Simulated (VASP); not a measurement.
# Si16H4CO in VASP: single point with PBEsol

Aim: the single point of Si16H4CO with PBEsol.

Program: VASP 6.6.1. These are calculated values, not measurements. Logs are shortened: lines on timing, memory, paths and dates and some standing lists are left out, and cuts for length are marked.

## (1) The cell of the first run

The cell holds a slab with vacuum, 22 atoms: a = 7.679 Å, b = 7.679 Å, c = 17.419 Å, α = 90.00°, β = 90.00°, γ = 60.00°.

## (2) Single point, PBEsol

File INCAR:

```
  ALGO = Normal
  EDIFF = 1E-6
  ENCUT = 520
  GGA = PS
  ISIF = 2
  ISMEAR = -1
  LASPH = T
  LCHARG = F
  LREAL = Auto
  LWAVE = F
  NBANDS = 56
  NELM = 80
  PREC = Accurate
  SIGMA = 0.02
```

File KPOINTS:

```
k-points
0
Gamma
  2 2 1
```

File POSCAR:

```
Si16H4CO
1.0
    7.6791800000      0.0000000000      0.0000000000
    3.8395900000      6.6503650000      0.0000000000
    0.0000000000      0.0000000000     17.4187650000
H Si C O
4 16 1 1
Direct
    0.1666667000      0.1666667000      0.0574094000
    0.6666667000      0.1666667000      0.0574094000
    0.1666667000      0.6666667000      0.0574094000
    0.6666667000      0.6666667000      0.0574094000
    0.1666667000      0.1666667000      0.1435234000
    0.6666667000      0.1666667000      0.1435234000
    0.1666667000      0.6666667000      0.1435234000
    0.6666667000      0.6666667000      0.1435234000
   -0.1667170118      0.3317299811      0.1855800602
    0.3386358696      0.3391519442      0.1932860325
   -0.1706156887      0.8357909967      0.1954990926
    0.3334161113      0.8323585564      0.1774677499
   -0.1828722300      0.3101956292      0.3180536026
    0.2523533481      0.3024318081      0.3350023279
   -0.1988409759      0.8221462746      0.3365132874
    0.3170686644      0.7786940176      0.3040528684
    0.0085931558     -0.0243955352      0.3628223663
    0.4405552848     -0.0399683720      0.3693613348
   -0.0633184537      0.4944440261      0.3899548074
    0.4660904095      0.4274047296      0.3171007073
    0.2074041684     -0.0174417997      0.4470750251
    0.2088209139     -0.0384551537      0.5141237535
```

Potentials or basis: VASP PAW PBE potentials, release 64 (H, Si, C, O).

On the command line:

```sh
$ cat potpaw_PBE.64/H/POTCAR potpaw_PBE.64/Si/POTCAR potpaw_PBE.64/C/POTCAR potpaw_PBE.64/O/POTCAR > POTCAR
$ mpirun -np 1 vasp_std > vasp.out
```

OUTCAR:

```text
EDIFF = 1E-6
   ENCUT = 520
   GGA = PS
   ISIF = 2
   ISMEAR = -1
   LASPH = T
   LREAL = Auto
   NELM = 80
   PREC = Accurate

 ion  position               nearest neighbor table
   1  0.167  0.167  0.057-   5 1.50
   2  0.667  0.167  0.057-   6 1.50
   3  0.167  0.667  0.057-   7 1.50
   4  0.667  0.667  0.057-   8 1.50
   5  0.167  0.167  0.144-   1 1.50  12 2.30   9 2.34  10 2.45
   6  0.667  0.167  0.144-   2 1.50   9 2.32  10 2.35  11 2.38
   7  0.167  0.667  0.144-   3 1.50  12 2.29  10 2.35  11 2.42
   8  0.667  0.667  0.144-   4 1.50  12 2.29   9 2.34  11 2.39
   9  0.833  0.332  0.186-  13 2.32   6 2.32   5 2.34   8 2.34
  10  0.339  0.339  0.193-   7 2.35   6 2.35   5 2.45  20 2.59  14 2.61
  11  0.829  0.836  0.195-   6 2.38   8 2.39   7 2.42  15 2.47
  12  0.333  0.832  0.177-  16 2.26   7 2.29   8 2.29   5 2.30
  13  0.817  0.310  0.318-   9 2.32  17 2.37  20 2.38  19 2.39
  14  0.252  0.302  0.335-  20 2.30  19 2.32  18 2.36  10 2.61
  15  0.801  0.822  0.337-  19 2.38  17 2.45  11 2.47  18 2.49
  16  0.317  0.779  0.304-  12 2.26  17 2.32  18 2.34  20 2.36
  17  0.009  0.976  0.363-  21 2.14  16 2.32  13 2.37  15 2.45
  18  0.441  0.960  0.369-  21 2.18  16 2.34  14 2.36  15 2.49
  19  0.937  0.494  0.390-  14 2.32  15 2.38  13 2.39
  20  0.466  0.427  0.317-  14 2.30  16 2.36  13 2.38  10 2.59
  21  0.207  0.983  0.447-  22 1.18  17 2.14  18 2.18
  22  0.209  0.962  0.514-  21 1.18

  LATTYP: Found a hexagonal cell.
 ALAT       =     7.6791800344
 C/A-ratio  =     2.2683105386

  Lattice vectors:

 A1 = (  -3.8395900000,  -6.6503650000,   0.0000000000)
 A2 = (   7.6791800000,   0.0000000000,   0.0000000000)
 A3 = (   0.0000000000,   0.0000000000,  17.4187650000)

Analysis of symmetry for initial positions (statically):
=====================================================================
 Subroutine PRICEL returns:
 Original cell was already a primitive cell.

 Routine SETGRP: Setting up the symmetry group for a
 hexagonal supercell.

 Subroutine GETGRP returns: Found  1 space group operations
 (whereof  1 operations were pure point group operations)
 out of a pool of 24 trial point group operations.

The static configuration has the point symmetry C_1 .

Analysis of symmetry for dynamics (positions and initial velocities):
=====================================================================
 Subroutine PRICEL returns:
 Original cell was already a primitive cell.

 Routine SETGRP: Setting up the symmetry group for a
 hexagonal supercell.

 Subroutine GETGRP returns: Found  1 space group operations
 (whereof  1 operations were pure point group operations)
 out of a pool of 24 trial point group operations.

The dynamic configuration has the point symmetry C_1 .

 Subroutine INISYM returns: Found  1 space group operations
 (whereof  1 operations are pure point group operations),
 and found     1 'primitive' translations

----------------------------------------------------------------------------------------

                                     Primitive cell

  volume of cell :     889.5650

  direct lattice vectors                    reciprocal lattice vectors
     7.679180000  0.000000000  0.000000000     0.130222237 -0.075183843  0.000000000
     3.839590000  6.650365000  0.000000000     0.000000000  0.150367687  0.000000000
     0.000000000  0.000000000 17.418765000     0.000000000  0.000000000  0.057409351

  length of vectors
     7.679180000  7.679180034 17.418765000     0.150367687  0.150367687  0.057409351

  position of ions in fractional coordinates (direct lattice)
     0.166666700  0.166666700  0.057409400
     0.666666700  0.166666700  0.057409400
     0.166666700  0.666666700  0.057409400
     0.666666700  0.666666700  0.057409400
     0.166666700  0.166666700  0.143523400
     0.666666700  0.166666700  0.143523400
[... 14 lines left out ...]
     0.207404168  0.982558200  0.447075025
     0.208820914  0.961544846  0.514123754

  ion indices of the primitive-cell ions
   primitive index   ion index
                 1           1
                 2           2
                 3           3
                 4           4
                 5           5
                 6           6
[... 14 lines left out ...]
                21          21
                22          22

----------------------------------------------------------------------------------------

 KPOINTS: k-points

Automatic generation of k-mesh.
 Grid dimensions read from file:
 generate k-points for:    2    2    1

 Generating k-lattice:

  Cartesian coordinates                     Fractional coordinates (reciprocal lattice)
     0.065111119 -0.037591922  0.000000000     0.500000000 -0.000000000  0.000000000
     0.000000000  0.075183843  0.000000000     0.000000000  0.500000000  0.000000000
     0.000000000  0.000000000  0.057409351     0.000000000  0.000000000  1.000000000

  Length of vectors
     0.075183844  0.075183843  0.057409351

  Shift w.r.t. Gamma in fractional coordinates (k-lattice)
     0.000000000  0.000000000  0.000000000

 Subroutine IBZKPT returns following result:
 ===========================================

 Found      4 irreducible k-points:

 Following reciprocal coordinates:
            Coordinates               Weight
  0.000000  0.000000  0.000000      1.000000
  0.500000 -0.000000  0.000000      1.000000
  0.500000  0.500000  0.000000      1.000000
  0.000000  0.500000  0.000000      1.000000
   k-points           NKPTS =      4   k-points in BZ     NKDIM =      4   number of bands    NBANDS=     56
   number of dos      NEDOS =    301   number of ions     NIONS =     22
   total plane-waves  NPLWV = 504000
   dimension x,y,z NGX =    60 NGY =   60 NGZ =  140
   dimension x,y,z NGXF=   120 NGYF=  120 NGZF=  280
   ions per type =               4  16   1   1
   NGX,Y,Z   is equivalent  to a cutoff of  12.99, 12.99, 13.36 a.u.
   NGXF,Y,Z  is equivalent  to a cutoff of  25.98, 25.98, 26.72 a.u.
 SYSTEM =  unknown system
   PREC   = accura    normal or accurate (medium, high low for compatibility)
   ISTART =      0    job   : 0-new  1-cont  2-samecut
   ICHARG =      2    charge: 1-file 2-atom 10-const
   ISPIN  =      1    spin polarized calculation?
   LNONCOLLINEAR =      F non collinear calculations
   LSORBIT =      F    spin-orbit coupling
   LASPH  =      T    aspherical Exc in radial PAW
   ENCUT  =  520.0 eV  38.22 Ry    6.18 a.u.  14.28 14.28 32.39*2*pi/ulx,y,z
   NELM   =     80;   NELMIN=  2; NELMDL= -5     # of ELM steps
   EDIFF  = 0.1E-05   stopping-criterion for ELM
   LREAL  =      T    real-space projection
   EDIFFG = 0.1E-04   stopping-criterion for IOM
   NSW    =      0    number of steps for IOM
   IBRION =     -1    ionic relax: 0-MD 1-quasi-New 2-CG
   NFREE  =      0    steps in history (QN), initial steepest desc. (CG)
   ISIF   =      2    stress and relaxation
   ISYM   =      2    0-nonsym 1-usesym 2-fastsym
   POTIM  = 0.5000    time-step for ionic-motion
   TEBEG  =    0.0;   TEEND  =   0.0 temperature during run
   PSTRESS=    0.0 pullay stress
   NELECT =      78.0000    total number of electrons
   NUPDOWN=      -1.0000    fix difference up-down
   EMIN   =  10.00;   EMAX   =-10.00  energy-range for DOS
   EFERMI =   0.00;   METHOD = LEGACY
   ISMEAR =    -1;   SIGMA  =   0.02  broadening in eV -4-tet -1-fermi 0-gaus
   EFERMI_NEDOS =   21; number of points for ismear=-14 and -15
   IALGO  =     38    algorithm
   IMIX   =      4    mixing-type and parameters
     AMIX     =   0.40;   BMIX     =  1.00
     AMIX_MAG =   1.60;   BMIX_MAG =  1.00
  volume/ion in A,a.u.               =      40.43       272.87
  Fermi-wavevector in a.u.,A,eV,Ry     =   0.727300  1.374398  7.197017  0.528966
  Thomas-Fermi vector in A             =   1.818489
   LORBIT       =      0    0 simple, 1 ext, 2 COOP (PROOUT), +10 PAW based schemes
   GGA     = PS    functional components
   LHFCALC =     F    Hartree Fock is set to
   AEXX    =    0.0000 exact exchange contribution
   IVDW    =     0    specifies the selected vdW correction
   LEPSILON=     F    determine dielectric tensor
   LRPA    =     F    only Hartree local field effects (RPA)
 non-spin polarized calculation
  energy-cutoff  :      520.00
  volume of cell :      889.57
 maximum number of plane-waves:     23990
 NGX is ok and might be reduce to    60
   NGX = 29   NGY = 29   NGZ = 65

 number of electron      78.0000003 magnetization

 Free energy of the ion-electron system (eV)
  ---------------------------------------------------
  ext. energy  EPLUGINS =         0.00000000
  ---------------------------------------------------
  free energy    TOTEN  =      -114.91686501 eV

  energy without entropy =     -114.91686501  energy(sigma->0) =     -114.91686501

 E-fermi :  -0.6691     XC(G=0):  -4.5928

 val. band max:       -1.0845568198   @ k =   0.0000   0.0000   0.0000
 cond. band min:      -0.2565107842   @ k =   0.5000   0.5000   0.0000
 fundamental gap:      0.8280460356
 Fermi energy:        -0.6691456638

 k-point     1 :       0.0000    0.0000    0.0000
  band No.  band energies     occupation
      1     -23.6487      2.00000
      2     -12.6039      2.00000
      3     -11.5998      2.00000
      4     -10.6304      2.00000
      5     -10.2936      2.00000
      6      -9.9337      2.00000
[... 43 lines left out ...]
     50       1.5633      0.00000
     51       1.8087      0.00000

 k-point     2 :       0.5000   -0.0000    0.0000
  band No.  band energies     occupation
      1     -23.6487      2.00000
      2     -12.1850      2.00000
      3     -11.6585      2.00000
      4     -11.1941      2.00000
      5     -10.5708      2.00000
      6     -10.2753      2.00000
[... 43 lines left out ...]
     50       2.3564      0.00000
     51       2.5997      0.00000

 k-point     3 :       0.5000    0.5000    0.0000
  band No.  band energies     occupation
      1     -23.6488      2.00000
      2     -12.1450      2.00000
      3     -11.7115      2.00000
      4     -11.2015      2.00000
      5     -10.4973      2.00000
      6     -10.3751      2.00000
[... 43 lines left out ...]
     50       2.4551      0.00000
     51       2.5535      0.00000

 k-point     4 :       0.0000    0.5000    0.0000
  band No.  band energies     occupation
      1     -23.6488      2.00000
      2     -12.0734      2.00000
      3     -11.8909      2.00000
      4     -11.1276      2.00000
      5     -10.4684      2.00000
      6     -10.3018      2.00000
[... 43 lines left out ...]
     50       2.4887      0.00000
     51       2.5997      0.00000
 [bands above 51 left out]

------------------------ aborting loop because EDIFF is reached ----------------------------------------

  FORCE on cell =-STRESS in cart. coord.  units (eV):
  Direction    XX          YY          ZZ          XY          YZ          ZX
  --------------------------------------------------------------------------------------
  -------------------------------------------------------------------------------------
  Total       -7.4848087      0.2883911      1.8599602     -1.7623646      0.0196203      0.1516283
  in kB      -13.4807359      0.5194153      3.3499364     -3.1741589      0.0353378      0.2730947
  external PRESSURE =      -3.2037948 kB  Pullay stress =       0.0000000 kB

 VOLUME and BASIS-vectors are now :
 -----------------------------------------------------------------------------
  energy-cutoff  :      520.00
  volume of cell :      889.57
      direct lattice vectors                 reciprocal lattice vectors
     7.679180000  0.000000000  0.000000000     0.130222237 -0.075183843  0.000000000
     3.839590000  6.650365000  0.000000000     0.000000000  0.150367687  0.000000000
     0.000000000  0.000000000 17.418765000     0.000000000  0.000000000  0.057409351

 POSITION                                       TOTAL-FORCE (eV/Angst)
 -----------------------------------------------------------------------------------
      1.91980      1.10839      1.00000         0.194359      0.159208     -0.132356
      5.75939      1.10839      1.00000        -0.162781     -0.127820     -0.164933
      3.83959      4.43358      1.00000        -0.374874     -0.126656     -0.168337
      7.67918      4.43358      1.00000         0.187565     -0.004623     -0.139546
      1.91980      1.10839      2.50000         0.260154      0.412547      0.313446
      5.75939      1.10839      2.50000         0.072057     -0.344406      0.150019
[... 14 lines left out ...]
      5.36531      6.53437      7.78749         0.039831      0.081787     -0.753196
      5.29551      6.39462      8.95540        -0.045772     -0.090074      0.769128
 -----------------------------------------------------------------------------------
    total drift:                                0.002370      0.003042      0.001816

  FREE ENERGIE OF THE ION-ELECTRON SYSTEM (eV)
  ---------------------------------------------------
  free  energy   TOTEN  =      -114.9168650120 eV

  energy  without entropy=     -114.9168650114  energy(sigma->0) =     -114.91686501
```

It took 10 min on 1 thread of AMD EPYC 7R43 (Zen 3), shared host; peak memory 0.96 GiB.

What came out:

| Quantity | Value |
| --- | --- |
| Free energy | -114.9169 eV |
| Largest force | 0.776 eV/Å |
| Band gap on the k mesh | 0.83 eV, indirect (least direct gap 0.85 eV) |

Forces in eV/Å, atoms in the order of the input:
```
H    0.194  0.159 -0.132
H   -0.163 -0.128 -0.165
H   -0.375 -0.127 -0.168
H    0.188 -0.005 -0.140
Si   0.260  0.413  0.313
Si   0.072 -0.344  0.150
Si  -0.641  0.124  0.003
Si   0.464 -0.093  0.083
Si   0.003  0.006  0.003
Si  -0.004  0.000  0.004
Si   0.005 -0.001 -0.002
Si   0.005  0.007 -0.007
Si   0.001 -0.003  0.002
Si  -0.003 -0.008 -0.011
Si  -0.001 -0.001  0.007
Si  -0.006 -0.004  0.011
Si  -0.004  0.007  0.005
Si   0.015  0.008  0.006
Si  -0.007  0.000  0.017
Si   0.003 -0.001  0.004
C    0.040  0.082 -0.753
O   -0.046 -0.090  0.769
```

Levels at points of the mesh, in eV from the valence-band top:
```
           k point  band 37  band 38  band 39  band 40  band 41  band 42
(0.00, 0.00, 0.00)    -0.39    -0.29     0.00     0.85     1.03     1.28
(0.50, 0.00, 0.00)    -0.68    -0.36    -0.02     1.14     1.22     1.77
(0.50, 0.50, 0.00)    -0.58    -0.33    -0.04     0.83     1.26     1.79
(0.00, 0.50, 0.00)    -0.74    -0.41    -0.22     0.93     1.15     1.82
```

Caveat: the k points lie up to 0.47 Å⁻¹ apart; the PAW data sets were made with another functional, which shifts forces and pressure a little.
